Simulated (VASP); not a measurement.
Ag3Cl: single point with PBE

The system is Ag3Cl.

```
CELL_PARAMETERS angstrom
4.35556 0.00000 0.00000
0.00000 4.35556 0.00000
0.00000 0.00000 4.35556
ATOMIC_POSITIONS crystal
Ag 0.00000 0.50000 0.50000
Ag 0.50000 0.00000 0.50000
Ag 0.50000 0.50000 0.00000
Cl 0.00000 0.00000 0.00000
```

```json
{
 "Program": "VASP 6.6.1",
 "Task": "single point",
 "Functional": "PBE",
 "Potentials or basis": "VASP PAW PBE potentials, release 64 (Ag, Cl)",
 "Cutoff": "520 eV",
 "k mesh": "4 × 4 × 4",
 "Occupations": "gaussian, width 0.1 eV",
 "Spin": "no spin polarisation",
 "Dipole correction": "no",
 "Further INCAR settings": "ALGO = Normal; EDIFF = 1e-06; NBANDS = 28"
}
```

```
Pressure               : -3.5 GPa
Band gap on the k mesh : 0.01 eV (least direct gap 0.68 eV)
```

Levels at points of the mesh, in eV from the valence-band top:
| k point | band 16 | band 17 | band 18 | band 19 | band 20 | band 21 | band 22 | band 23 | band 24 | band 25 |
| --- | --- | --- | --- | --- | --- | --- | --- | --- | --- | --- |
| (0.00, 0.00, 0.00) | -3.23 | -2.92 | -2.75 | -2.75 | -2.75 | 4.27 | 4.27 | 4.27 | 4.33 | 4.33 |
| (0.50, 0.00, 0.00) | -3.19 | -2.75 | -2.42 | -2.42 | -1.37 | 0.04 | 4.28 | 4.28 | 5.40 | 5.83 |
| (0.50, 0.50, 0.00) | -3.38 | -2.67 | -2.67 | -1.98 | -1.85 | 2.12 | 2.20 | 2.20 | 6.32 | 6.32 |
| (0.50, 0.50, 0.50) | -3.42 | -2.90 | -2.90 | -2.90 | 0.00 | 1.84 | 1.84 | 1.84 | 4.94 | 4.94 |

It took 17 s on 1 thread of Intel(R) Xeon(R) Platinum 8259CL CPU @ 2.50GHz (Skylake/Cascade Lake), with other jobs on the host, peak memory 0.17 GiB.

Caveat: the cell stands under tension; the smearing spreads over this small gap. A k mesh can miss the band edges.
